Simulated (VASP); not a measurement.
Runs of VASP 6.6.1 on In4Ru. The structure is that of space group Pm-3m (No. 221), or close to it. The cells are those of the table. 

```csv
task,cell,k mesh,cutoff (eV),smearing,gap on the mesh (eV),pressure (GPa)
single point,"a = 5.364 Å, 5 atoms",4 × 4 × 4,520,gaussian 0.2 eV,none,0.7
single point,"a = 5.204 Å, 5 atoms",6 × 6 × 6,520,gaussian 0.1 eV,none,0.0
single point,"a = 5.178 Å, 5 atoms",3 × 3 × 3,520,gaussian 0.2 eV,none,(a)
relaxation of cell and atoms,"relaxed from a = 4.894 Å, 5 atoms",3 × 3 × 3,600,gaussian 0.2 eV,none,0.0
```

Alike in all rows: level PBE; potentials or basis VASP PAW PBE potentials, release 64 (In_d, Ru_pv); no spin polarisation.

Problem. Fill in the values left out.

Solution. (a) 0.5.

Caveats: some runs use coarse meshes; spin-orbit coupling is left out, which moves the levels of the heavy elements.

A k mesh can miss the band edges, and the runs leave out spin-orbit coupling on In, Ru.

A gap of «none» marks levels without a gap at the run's occupations.
